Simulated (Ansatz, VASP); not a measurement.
## One calculation of Rb, two programs

INCAR

```
SYSTEM = Rb
ALGO = Normal
EDIFF = 1E-8
ENCUT = 520
GGA = PS
ISIF = 2
ISMEAR = -1
LASPH = .True.
LCHARG = .False.
LEFG = .True.
LREAL = .False.
LWAVE = .False.
NBANDS = 10
NELM = 60
PREC = Accurate
SIGMA = 0.05
```

File KPOINTS:

```
k-points
0
Gamma
  8 8 8
  0 0 0
```

Contents of POSCAR:

```
Rb
1.0
   -2.7966153145      2.7966153145      2.7966153145
    2.7966153145     -2.7966153145      2.7966153145
    2.7966153145      2.7966153145     -2.7966153145
Rb
1
Direct
    0.0000000000      0.0000000000      0.0000000000
```

Input for Ansatz:

```yaml
crystal:
  lattice:
    - [-2.7966153145, 2.7966153145, 2.7966153145]
    - [2.7966153145, -2.7966153145, 2.7966153145]
    - [2.7966153145, 2.7966153145, -2.7966153145]
  atoms:
    - { symbol: Rb, position: [0.0, 0.0, 0.0] }
kpoints:
  mp_grid: { grid: [8, 8, 8] }
scf:
  occupations: { method: fermi_dirac, width: 0.05 }
hamiltonian:
  xc: pbesol
  pseudopotentials: { kind: all_electron, datasets: crystal }
output:
  forces: true
  stress: true
  eigenvalues: true
  efg: { contact_densities: true }
```

Change from the starting cell: volume scaled by 0.99, crystal datasets.

Alike in both runs: task electric field gradients; functional PBEsol; k mesh 8 × 8 × 8; occupations fermi-dirac, width 0.05 eV; no spin polarisation.

```csv
,VASP,Ansatz
version,VASP 6.6.1,Ansatz 0.2.0
potentials or method,"VASP PAW PBE potentials, release 64 (Rb_sv), cutoff 520 eV","all-electron PAW with datasets made for the crystal, scalar-relativistic"
```

```csv
,VASP,Ansatz,Ansatz less VASP
pressure (GPa),0.0,0.0,0.00
```

VASP's potentials were made for PBE, not for PBEsol. Ansatz ran all-electron here, and VASP with PAW potentials.
